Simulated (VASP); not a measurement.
# Al (Fmmm) in VASP: notebook, part 2 of 2

VASP 6.6.1. Earlier steps stand in the parts before.

## (3) Single point, PBEsol (strain +0.0150 x Voigt [1, -1, 0, 0, 0, 0])

Contents of INCAR:

```
SYSTEM = Al
PREC = Accurate ; ENCUT = 520
EDIFF = 1E-6 ; ISMEAR = 0
SIGMA = 0.15 ; LREAL = .FALSE.
LASPH = .TRUE. ; NELM = 80
ALGO = Fast ; ISIF = 2
LWAVE = .FALSE. ; LCHARG = .FALSE.
GGA = PS ; NBANDS = 8
```

Contents of KPOINTS:

```
Automatic mesh
0
G
  20 20 20
  0 0 0
```

Contents of POSCAR:

```
Al
1.0
    0.0000000000      1.9936203000      2.0239800000
    2.0543397000      0.0000000000      2.0239800000
    2.0543397000      1.9936203000      0.0000000000
Al
1
Direct
    0.0000000000      0.0000000000      0.0000000000
```

Potentials or basis: VASP PAW PBE potentials, release 64 (Al).

The run is started by

```bash
$ cat potpaw_PBE.64/Al/POTCAR > POTCAR
$ mpirun -np 1 vasp_std > vasp.out
```

OUTCAR:

```text
SYSTEM = Al
   PREC = Accurate
   ENCUT = 520
   EDIFF = 1E-6
   ISMEAR = 0
   LREAL = .FALSE.
   LASPH = .TRUE.
   NELM = 80
   ISIF = 2
   GGA = PS

 ion  position               nearest neighbor table
   1  0.000  0.000  0.000-

  LATTYP: Found a face centered orthorhombic cell.
 ALAT       =     3.9872406000
 B/A-ratio  =     1.0152284264
 C/A-ratio  =     1.0304568528

  Lattice vectors:

 A1 = (  -2.0543397000,   0.0000000000,  -2.0239800000)
 A2 = (  -2.0543397000,   1.9936203000,   0.0000000000)
 A3 = (   0.0000000000,   1.9936203000,  -2.0239800000)

Analysis of symmetry for initial positions (statically):
=====================================================================
 Subroutine PRICEL returns:
 Original cell was already a primitive cell.

 Routine SETGRP: Setting up the symmetry group for a
 face centered orthorhombic supercell.

 Subroutine GETGRP returns: Found  8 space group operations
 (whereof  8 operations were pure point group operations)
 out of a pool of  8 trial point group operations.

The static configuration has the point symmetry D_2h.

Analysis of symmetry for dynamics (positions and initial velocities):
=====================================================================
 Subroutine PRICEL returns:
 Original cell was already a primitive cell.

 Routine SETGRP: Setting up the symmetry group for a
 face centered orthorhombic supercell.

 Subroutine GETGRP returns: Found  8 space group operations
 (whereof  8 operations were pure point group operations)
 out of a pool of  8 trial point group operations.

The dynamic configuration has the point symmetry D_2h.

 Subroutine INISYM returns: Found  8 space group operations
 (whereof  8 operations are pure point group operations),
 and found     1 'primitive' translations

----------------------------------------------------------------------------------------

                                     Primitive cell

  volume of cell :      16.5787

  direct lattice vectors                    reciprocal lattice vectors
     0.000000000  1.993620300  2.023980000    -0.243387206  0.250800014  0.247038014
     2.054339700  0.000000000  2.023980000     0.243387206 -0.250800014  0.247038014
     2.054339700  1.993620300  0.000000000     0.243387206  0.250800014 -0.247038014

  length of vectors
     2.840953527  2.883887419  2.862661961     0.427978691  0.427978691  0.427978691

  position of ions in fractional coordinates (direct lattice)
     0.000000000  0.000000000  0.000000000

  ion indices of the primitive-cell ions
   primitive index   ion index
                 1           1

----------------------------------------------------------------------------------------

 KPOINTS: Automatic mesh

Automatic generation of k-mesh.
 Grid dimensions read from file:
 generate k-points for:   20   20   20

 Generating k-lattice:

  Cartesian coordinates                     Fractional coordinates (reciprocal lattice)
    -0.012169360  0.012540001  0.012351901     0.050000000  0.000000000  0.000000000
     0.012169360 -0.012540001  0.012351901     0.000000000  0.050000000  0.000000000
     0.012169360  0.012540001 -0.012351901    -0.000000000 -0.000000000  0.050000000

  Length of vectors
     0.021398935  0.021398935  0.021398935

  Shift w.r.t. Gamma in fractional coordinates (k-lattice)
     0.000000000  0.000000000  0.000000000

 Subroutine IBZKPT returns following result:
 ===========================================

 Found   1166 irreducible k-points:

 Following reciprocal coordinates:
            Coordinates               Weight
  0.000000  0.000000  0.000000      1.000000
  0.050000 -0.000000 -0.000000      8.000000
  0.100000  0.000000  0.000000      8.000000
  0.150000  0.000000 -0.000000      8.000000
  0.200000  0.000000  0.000000      8.000000
  0.250000  0.000000  0.000000      8.000000
[... 16 lines left out ...]
 -0.400000  0.050000  0.000000      8.000000
 -0.350000  0.050000 -0.000000      8.000000
 [... further k-points ...]
   k-points           NKPTS =   1166   k-points in BZ     NKDIM =   1166   number of bands    NBANDS=      8
   number of dos      NEDOS =    301   number of ions     NIONS =      1
   total plane-waves  NPLWV =  13824
   dimension x,y,z NGX =    24 NGY =   24 NGZ =   24
   dimension x,y,z NGXF=    48 NGYF=   48 NGZF=   48
   ions per type =               1
   NGX,Y,Z   is equivalent  to a cutoff of  14.04, 13.84, 13.94 a.u.
   NGXF,Y,Z  is equivalent  to a cutoff of  28.09, 27.67, 27.88 a.u.
 SYSTEM =  Al
   PREC   = accura    normal or accurate (medium, high low for compatibility)
   ISTART =      0    job   : 0-new  1-cont  2-samecut
   ICHARG =      2    charge: 1-file 2-atom 10-const
   ISPIN  =      1    spin polarized calculation?
   LNONCOLLINEAR =      F non collinear calculations
   LSORBIT =      F    spin-orbit coupling
   LASPH  =      T    aspherical Exc in radial PAW
   ENCUT  =  520.0 eV  38.22 Ry    6.18 a.u.   5.28  5.36  5.32*2*pi/ulx,y,z
   NELM   =     80;   NELMIN=  2; NELMDL= -5     # of ELM steps
   EDIFF  = 0.1E-05   stopping-criterion for ELM
   LREAL  =      F    real-space projection
   EDIFFG = 0.1E-04   stopping-criterion for IOM
   NSW    =      0    number of steps for IOM
   IBRION =     -1    ionic relax: 0-MD 1-quasi-New 2-CG
   NFREE  =      0    steps in history (QN), initial steepest desc. (CG)
   ISIF   =      2    stress and relaxation
   ISYM   =      2    0-nonsym 1-usesym 2-fastsym
   POTIM  = 0.5000    time-step for ionic-motion
   TEBEG  =    0.0;   TEEND  =   0.0 temperature during run
   PSTRESS=    0.0 pullay stress
   NELECT =       3.0000    total number of electrons
   NUPDOWN=      -1.0000    fix difference up-down
   EMIN   =  10.00;   EMAX   =-10.00  energy-range for DOS
   EFERMI =   0.00;   METHOD = LEGACY
   ISMEAR =     0;   SIGMA  =   0.15  broadening in eV -4-tet -1-fermi 0-gaus
   EFERMI_NEDOS =   21; number of points for ismear=-14 and -15
   IALGO  =     68    algorithm
   IMIX   =      4    mixing-type and parameters
     AMIX     =   0.40;   BMIX     =  1.00
     AMIX_MAG =   1.60;   BMIX_MAG =  1.00
  volume/ion in A,a.u.               =      16.58       111.88
  Fermi-wavevector in a.u.,A,eV,Ry     =   0.925973  1.749835 11.665986  0.857426
  Thomas-Fermi vector in A             =   2.051885
   LORBIT       =      0    0 simple, 1 ext, 2 COOP (PROOUT), +10 PAW based schemes
   GGA     = PS    functional components
   LHFCALC =     F    Hartree Fock is set to
   AEXX    =    0.0000 exact exchange contribution
   IVDW    =     0    specifies the selected vdW correction
   LEPSILON=     F    determine dielectric tensor
   LRPA    =     F    only Hartree local field effects (RPA)
 non-spin polarized calculation
 RMM-DIIS sequential band-by-band and
 Gauss-broadening in eV      SIGMA  =   0.15
  energy-cutoff  :      520.00
  volume of cell :       16.58
 maximum number of plane-waves:       459
 NGX is ok and might be reduce to    24
   NGX = 11   NGY = 11   NGZ = 11

 number of electron       3.0000000 magnetization

 Free energy of the ion-electron system (eV)
  ---------------------------------------------------
  ext. energy  EPLUGINS =         0.00000000
  ---------------------------------------------------
  free energy    TOTEN  =        -4.09113243 eV

  energy without entropy =       -4.08647757  energy(sigma->0) =       -4.08880500

 E-fermi :   7.9322     XC(G=0): -10.2397

 val. band max:        7.9286950955   @ k =   0.2000  -0.2500   0.1500
 cond. band min:       7.9411931153   @ k =   0.4000   0.0500   0.1000
 fundamental gap:      0.0124980198
 Fermi energy:         7.9321754409

 k-point     1 :       0.0000    0.0000    0.0000
  band No.  band energies     occupation
      1      -3.1968      2.00000
      2      20.3154      0.00000
      3      20.4791      0.00000
      4      20.6380      0.00000
      5      21.8821      0.00000
      6      21.9309      0.00000
      7      21.9730      0.00000
      8      24.3594      0.00000
[... 243 lines left out ...]
 k-point    24 :      -0.3500    0.0500   -0.0000
  band No.  band energies     occupation
      1       0.4610      2.00000
      2       7.3567      2.00000
      3      17.1689      0.00000
      4      19.5061      0.00000
      5      19.7632      0.00000
      6      21.2912      0.00000
      7      22.8273      0.00000
      8      25.3644      0.00000

 [... further k-points ...]

------------------------ aborting loop because EDIFF is reached ----------------------------------------

  FORCE on cell =-STRESS in cart. coord.  units (eV):
  Direction    XX          YY          ZZ          XY          YZ          ZX
  --------------------------------------------------------------------------------------
  -------------------------------------------------------------------------------------
  Total       -0.2645488     -0.1415391     -0.1593752      0.0000000     -0.0000000      0.0000000
  in kB      -25.5661554    -13.6784293    -15.4021168      0.0000000     -0.0000000      0.0000000
  external PRESSURE =     -18.2155672 kB  Pullay stress =       0.0000000 kB

 VOLUME and BASIS-vectors are now :
 -----------------------------------------------------------------------------
  energy-cutoff  :      520.00
  volume of cell :       16.58
      direct lattice vectors                 reciprocal lattice vectors
     0.000000000  1.993620300  2.023980000    -0.243387206  0.250800014  0.247038014
     2.054339700  0.000000000  2.023980000     0.243387206 -0.250800014  0.247038014
     2.054339700  1.993620300  0.000000000     0.243387206  0.250800014 -0.247038014

 POSITION                                       TOTAL-FORCE (eV/Angst)
 -----------------------------------------------------------------------------------
      0.00000      0.00000      0.00000         0.000000      0.000000      0.000000
 -----------------------------------------------------------------------------------
    total drift:                                0.000000     -0.000000     -0.000000

  FREE ENERGIE OF THE ION-ELECTRON SYSTEM (eV)
  ---------------------------------------------------
  free  energy   TOTEN  =        -4.0911324276 eV

  energy  without entropy=       -4.0864775657  energy(sigma->0) =       -4.08880500
```

OSZICAR:

```text
N       E                     dE             d eps       ncg     rms          rms(c)
DAV:   1    -0.268078621833E+01   -0.26808E+01   -0.85644E+02 18736   0.203E+02
DAV:   2    -0.411199233882E+01   -0.14312E+01   -0.13812E+01 25792   0.188E+01
DAV:   3    -0.411955151180E+01   -0.75592E-02   -0.75552E-02 24104   0.153E+00
DAV:   4    -0.411957197106E+01   -0.20459E-04   -0.20459E-04 28952   0.693E-02
DAV:   5    -0.411957202625E+01   -0.55189E-07   -0.54370E-07 24528   0.205E-03    0.138E+00
RMM:   6    -0.410258690515E+01    0.16985E-01   -0.14560E-03 18668   0.188E-01    0.799E-01
RMM:   7    -0.409111522393E+01    0.11472E-01   -0.43387E-03 21195   0.318E-01    0.134E-01
RMM:   8    -0.409112996028E+01   -0.14736E-04   -0.22744E-04 20713   0.903E-02    0.304E-02
RMM:   9    -0.409113372991E+01   -0.37696E-05   -0.33573E-05 21496   0.365E-02    0.156E-02
RMM:  10    -0.409113242628E+01    0.13036E-05   -0.53723E-06 21966   0.139E-02    0.293E-02
RMM:  11    -0.409113242764E+01   -0.13510E-08   -0.10166E-06 19684   0.587E-03
   1 F= -.40911324E+01 E0= -.40888050E+01  d E =-.465486E-02
```

Run time: 3.7 min. Hardware: 1 thread of AMD EPYC 7R43 (Zen 3), shared host; peak memory 0.2 GiB.

What came out:

```yaml
Free_energy: -4.0911 eV
Pressure: -1.8 GPa
```

Levels at points of the mesh, in eV from the Fermi level:
| k point | band 1 | band 2 | band 3 | band 4 | band 5 |
| --- | --- | --- | --- | --- | --- |
| (0.00, 0.00, 0.00) | -11.13 | 12.38 | 12.55 | 12.71 | 13.95 |
| (0.50, 0.00, 0.00) | -4.61 | -4.40 | 10.98 | 11.08 | 11.61 |
| (0.50, 0.50, 0.00) | -2.94 | -1.64 | 5.23 | 5.44 | 5.64 |
| (0.50, 0.00, 0.50) | -2.72 | -1.33 | 5.05 | 5.21 | 5.31 |
| (0.00, 0.50, 0.50) | -3.15 | -1.94 | 5.39 | 5.76 | 5.86 |

Caveat: the cell differs from its parent crystal (strain +0.0150 x Voigt [1, -1, 0, 0, 0, 0]); the PAW data sets were made with another functional, which shifts forces and pressure a little.

## (4) Single point, PBEsol (strain -0.0100 x Voigt [1, -1, 0, 0, 0, 0])

Contents of INCAR:

```
PREC = Accurate
ENCUT = 520
EDIFF = 1E-6
ISMEAR = 0
SIGMA = 0.15
LREAL = False
LASPH = True
NELM = 80
ALGO = Fast
ISIF = 2
LWAVE = False
LCHARG = True
GGA = PS
LELF = True
LVHAR = True
NBANDS = 8
```

Contents of KPOINTS:

```
Automatic mesh
0
Gamma
  20 20 20
```

Contents of POSCAR:

```
Al
1.0
    0.0000000000      2.0442198000      2.0239800000
    2.0037402000      0.0000000000      2.0239800000
    2.0037402000      2.0442198000      0.0000000000
Al
1
Direct
    0.0000000000      0.0000000000      0.0000000000
```

The run is started by

```bash
$ cat potpaw_PBE.64/Al/POTCAR > POTCAR
$ mpirun -np 1 vasp_std > vasp.out
```

Wall time 3.3 min (1 thread of AMD EPYC 7R43 (Zen 3), shared host); peak memory 0.2 GiB.

The run converged. Its results:

* Free energy: -4.0915 eV
* Pressure: -1.8 GPa

Stress tensor (GPa, compression positive):
```
-1.66  0.00  0.00
 0.00 -2.17  0.00
 0.00  0.00 -1.70
```

Levels at points of the mesh, in eV from the Fermi level:
| k point | band 1 | band 2 | band 3 | band 4 | band 5 | band 6 |
| --- | --- | --- | --- | --- | --- | --- |
| (0.00, 0.00, 0.00) | -11.13 | 12.43 | 12.54 | 12.64 | 13.96 | 13.99 |
| (0.50, 0.00, 0.00) | -4.61 | -4.40 | 11.09 | 11.18 | 11.51 | 11.57 |
| (0.50, 0.50, 0.00) | -2.94 | -1.64 | 5.22 | 5.46 | 5.60 | 8.97 |
| (0.50, 0.00, 0.50) | -3.08 | -1.85 | 5.33 | 5.68 | 5.75 | 9.16 |
| (0.00, 0.50, 0.50) | -2.80 | -1.44 | 5.10 | 5.31 | 5.38 | 8.79 |

Caveat: the cell differs from its parent crystal (strain -0.0100 x Voigt [1, -1, 0, 0, 0, 0]); the PAW data sets were made with another functional, which shifts forces and pressure a little.

## (5) Single point, PBEsol (strain +0.0050 x Voigt [1, -1, 0, 0, 0, 0])

Contents of INCAR:

```
PREC = Accurate
ENCUT = 520
EDIFF = 1E-6
ISMEAR = 0
SIGMA = 0.15
LREAL = False
LASPH = True
NELM = 60
ALGO = Fast
ISIF = 2
LWAVE = False
LCHARG = False
GGA = PS
NBANDS = 8
```

KPOINTS is that of step 4.

Contents of POSCAR:

```
Al
1.0
    0.0000000000      2.0138601000      2.0239800000
    2.0340999000      0.0000000000      2.0239800000
    2.0340999000      2.0138601000      0.0000000000
Al
1
Direct
    0.0000000000      0.0000000000      0.0000000000
```

Potentials or basis: VASP PAW PBE potentials, release 64 (Al).

The run is started by

```bash
$ cat potpaw_PBE.64/Al/POTCAR > POTCAR
$ mpirun -np 1 vasp_std > vasp.out
```

OUTCAR:

```text
PREC = Accurate
   ENCUT = 520
   EDIFF = 1E-6
   ISMEAR = 0
   LREAL = False
   LASPH = True
   NELM = 60
   ISIF = 2
   GGA = PS

 ion  position               nearest neighbor table
   1  0.000  0.000  0.000-

  LATTYP: Found a face centered orthorhombic cell.
 ALAT       =     4.0277202000
 B/A-ratio  =     1.0050251256
 C/A-ratio  =     1.0100502513

  Lattice vectors:

 A1 = (  -2.0340999000,   0.0000000000,  -2.0239800000)
 A2 = (  -2.0340999000,   2.0138601000,   0.0000000000)
 A3 = (   0.0000000000,   2.0138601000,  -2.0239800000)
[... 437 lines left out ...]
      1       0.4584      2.00000
      2       7.3523      2.00000
      3      17.1712      0.00000
      4      19.6303      0.00000
      5      19.8104      0.00000
      6      21.1309      0.00000
      7      22.7781      0.00000
      8      25.3451      0.00000

 [... further k-points ...]
[... 5 lines left out ...]
  --------------------------------------------------------------------------------------
  -------------------------------------------------------------------------------------
  Total       -0.1984619     -0.1896625     -0.1888748      0.0000000      0.0000000      0.0000000
  in kB      -19.1756427    -18.3254290    -18.2493214      0.0000000      0.0000000      0.0000000
  external PRESSURE =     -18.5834644 kB  Pullay stress =       0.0000000 kB

 VOLUME and BASIS-vectors are now :
 -----------------------------------------------------------------------------
  energy-cutoff  :      520.00
  volume of cell :       16.58
      direct lattice vectors                 reciprocal lattice vectors
     0.000000000  2.013860100  2.023980000    -0.245808969  0.248279411  0.247038014
     2.034099900  0.000000000  2.023980000     0.245808969 -0.248279411  0.247038014
     2.034099900  2.013860100  0.000000000     0.245808969  0.248279411 -0.247038014

 POSITION                                       TOTAL-FORCE (eV/Angst)
 -----------------------------------------------------------------------------------
      0.00000      0.00000      0.00000         0.000000      0.000000     -0.000000
 -----------------------------------------------------------------------------------
    total drift:                                0.000000     -0.000000     -0.000000

  FREE ENERGIE OF THE ION-ELECTRON SYSTEM (eV)
  ---------------------------------------------------
  free  energy   TOTEN  =        -4.0916647860 eV

  energy  without entropy=       -4.0868057434  energy(sigma->0) =       -4.08923526
```

OSZICAR:

```text
N       E                     dE             d eps       ncg     rms          rms(c)
DAV:   1    -0.271455636243E+01   -0.27146E+01   -0.85974E+02 18720   0.204E+02
DAV:   2    -0.411283918733E+01   -0.13983E+01   -0.13476E+01 25928   0.187E+01
DAV:   3    -0.412013879568E+01   -0.72996E-02   -0.72944E-02 24032   0.150E+00
DAV:   4    -0.412015659601E+01   -0.17800E-04   -0.17801E-04 29248   0.648E-02
DAV:   5    -0.412015663506E+01   -0.39048E-07   -0.38255E-07 24584   0.174E-03    0.138E+00
RMM:   6    -0.410313675847E+01    0.17020E-01   -0.14615E-03 18674   0.189E-01    0.799E-01
RMM:   7    -0.409164764915E+01    0.11489E-01   -0.43500E-03 20881   0.319E-01    0.134E-01
RMM:   8    -0.409166232088E+01   -0.14672E-04   -0.22752E-04 20648   0.903E-02    0.304E-02
RMM:   9    -0.409166609860E+01   -0.37777E-05   -0.33627E-05 21416   0.365E-02    0.156E-02
RMM:  10    -0.409166480643E+01    0.12922E-05   -0.53828E-06 21899   0.139E-02    0.288E-02
RMM:  11    -0.409166478602E+01    0.20416E-07   -0.10140E-06 19845   0.586E-03
   1 F= -.40916648E+01 E0= -.40892353E+01  d E =-.485904E-02
```

stdout:

```text
POSCAR found type information on POSCAR Al
 POSCAR found :  1 types and       1 ions
 scaLAPACK will be used
 -----------------------------------------------------------------------------
|                                                                             |
|                                                                             |
|     You enforced a specific xc type in the INCAR file but a different       |
|     I HOPE YOU KNOW WHAT YOU ARE DOING!                                     |
|                                                                             |
 -----------------------------------------------------------------------------

 LDA part: xc-table for (Slater+PW92), standard interpolation
 POSCAR, INCAR and KPOINTS ok, starting setup
 FFT: planning ... GRIDC
 FFT: planning ... GRID_SOFT
 FFT: planning ... GRID
 WAVECAR not read
 entering main loop
```

Run time: 3 min. Hardware: 1 thread of AMD EPYC 7R43 (Zen 3), shared host; peak memory 0.2 GiB.

Results:

```yaml
Free_energy: -4.0917 eV
Pressure: -1.9 GPa
```

Caveat: the cell differs from its parent crystal (strain +0.0050 x Voigt [1, -1, 0, 0, 0, 0]); the PAW data sets were made with another functional, which shifts forces and pressure a little.

## (6) Summary

| cell | gap on the mesh (eV) | pressure (GPa) |
| --- | --- | --- |
| a = 2.891, b = 2.834, c = 2.863 Å, angles 61.0, 59.0, 60.0°, 1 atom | none | -1.8 |
| a = 2.841, b = 2.884, c = 2.863 Å, angles 59.3, 60.7, 60.0°, 1 atom | none | -1.8 |
| a = 2.877, b = 2.848, c = 2.862 Å, angles 60.5, 59.5, 60.0°, 1 atom | none | -1.8 |
| a = 2.855, b = 2.870, c = 2.862 Å, angles 59.8, 60.2, 60.0°, 1 atom | none | -1.9 |

Alike in all rows: task single point; level PBEsol; potentials or basis VASP PAW PBE potentials, release 64 (Al); no spin polarisation; k mesh 20 × 20 × 20; cutoff (eV) 520; smearing gaussian 0.15 eV.

Caveats: the PAW data sets were made with another functional, which shifts forces and pressure a little.

Absolute energies hang on the potentials; compare differences alone.
